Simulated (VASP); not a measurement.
Input of a VASP 6.6.1 run:

File INCAR:

```
SYSTEM = GdN
ALGO     = Normal         ! electronic algorithm
EDIFF    = 1E-6           ! SCF threshold, eV
ENCUT    = 520            ! plane-wave cutoff, eV
GGA      = PE             ! functional
ISIF     = 2              ! what is computed and relaxed
ISMEAR   = 0              ! smearing method
ISPIN    = 2              ! spin polarisation
LASPH    = .TRUE.         ! aspherical terms in the spheres
LCHARG   = .FALSE.        ! write CHGCAR
LMAXMIX  = 6              ! l up to which the mixer works
LORBIT   = 11             ! projections on sites
LREAL    = .FALSE.        ! projectors in reciprocal space
LWAVE    = .FALSE.        ! write WAVECAR
MAGMOM   = 7 -7 0 0       ! initial moments
NBANDS   = 35             ! bands
NELM     = 150            ! most SCF steps
PREC     = Accurate       ! precision mode
SIGMA    = 0.05           ! smearing width, eV
```

KPOINTS

```
Automatic mesh
0
Gamma
  8 8 10
  0.5 0.5 0.5
```

POSCAR

```
GdN
1.0
    4.2935180624      0.0000000000      0.0000000000
    0.0000000000      4.2935180624      0.0000000000
    0.0000000000      0.0000000000      3.5672872151
Gd N
2 2
Direct
    0.5000000000      0.0000000000      0.2486793575
    0.0000000000      0.5000000000      0.7513208202
    0.0000000000      0.0000000000     -0.0000000888
    0.5000000000      0.5000000000     -0.0000000888
```

Potentials or basis: VASP PAW PBE potentials, release 64 (Gd, N).

Command:

```sh
$ cat potpaw_PBE.64/Gd/POTCAR potpaw_PBE.64/N/POTCAR > POTCAR
$ mpirun -np 1 vasp_std > vasp.out
```

Question: Estimate the site moments.

Answer: Gd +6.74, -6.74; N +0.00 μB.

Question: What does it give for the largest force?

Answer: 0.015 eV/Å.

Question: What does it give for the pressure?

Answer: 0.2 GPa.

Stress tensor (GPa, compression positive):
```
 0.31  0.00  0.00
 0.00  0.31  0.00
 0.00  0.00 -0.04
```

Caveat: the antiferromagnetic order is the one typed at the start, and another may lie lower. The state reached can hang on the start; a lower one may exist.
